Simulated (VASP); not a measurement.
**InSe2: single point with PBE**

The system is InSe2.

```
CELL_PARAMETERS angstrom
3.88739 0.00000 0.00000
0.00000 3.88739 0.00000
0.00000 0.00000 10.12184
ATOMIC_POSITIONS crystal
In 0.00000 0.50000 0.70359
In 0.50000 0.00000 0.29641
Se 0.00000 0.50000 0.36579
Se 0.50000 0.00000 0.63421
Se 0.00000 0.00000 0.00000
Se 0.50000 0.50000 0.00000
```

This cell differs from its parent crystal: strain +0.000 along x and y, +0.040 along z.

- Program: VASP 6.6.1
- Task: single point
- Functional: PBE
- Potentials or basis: VASP PAW PBE potentials, release 64 (In_d, Se)
- Cutoff: 520 eV
- k mesh: 12 × 12 × 6
- Occupations: gaussian, width 0.15 eV
- Spin: no spin polarisation
- Dipole correction: no
- Further INCAR settings: ALGO = Normal; EDIFF = 1e-07; NBANDS = 34

| Property | Result |
| --- | --- |
| Pressure | -0.9 GPa |
| Largest force | 0.082 eV/Å |
| Band gap on the k mesh | zero (band 25 reaches 5.24 eV, above the bottom of band 26 at 3.23 eV) |

Forces on the atoms (eV/Å):
```
In   0.000  0.000  0.026
In   0.000  0.000 -0.026
Se   0.000  0.000 -0.082
Se   0.000  0.000  0.082
Se   0.000  0.000  0.000
Se   0.000  0.000  0.000
```

Stress tensor (GPa, compression positive):
```
-0.66  0.00  0.00
 0.00 -0.66  0.00
 0.00  0.00 -1.47
```

Levels at points of the mesh, in eV from the Fermi level:
| k point | band 21 | band 22 | band 23 | band 24 | band 25 | band 26 | band 27 | band 28 | band 29 | band 30 |
| --- | --- | --- | --- | --- | --- | --- | --- | --- | --- | --- |
| (0.00, 0.00, 0.00) | -2.27 | -1.94 | -1.74 | -1.74 | 0.42 | 0.43 | 3.03 | 3.03 | 3.27 | 3.88 |
| (0.50, 0.00, 0.00) | -1.68 | -1.68 | -1.20 | -1.20 | -0.92 | -0.92 | 1.54 | 1.54 | 3.06 | 3.06 |
| (0.50, 0.50, 0.00) | -3.43 | -3.43 | -1.47 | -1.47 | -1.14 | -1.14 | 2.74 | 2.74 | 3.92 | 3.92 |
| (0.00, 0.00, 0.50) | -2.30 | -1.70 | -1.70 | -1.45 | 0.42 | 0.43 | 2.02 | 3.03 | 3.03 | 3.80 |
| (0.50, 0.00, 0.50) | -1.46 | -1.46 | -1.09 | -1.09 | -0.93 | -0.93 | 1.08 | 1.08 | 3.32 | 3.32 |
| (0.50, 0.50, 0.50) | -3.34 | -3.34 | -1.60 | -1.60 | -1.36 | -1.36 | 3.31 | 3.31 | 4.65 | 4.65 |

Wall time 8.5 min on 1 thread of AMD EPYC 9R45 (Zen 5), on a shared host, peak memory 0.55 GiB.

Caveat: the cell differs from its parent crystal (strain +0.000 along x and y, +0.040 along z); spin-orbit coupling is left out, which moves the levels of the heavy elements.
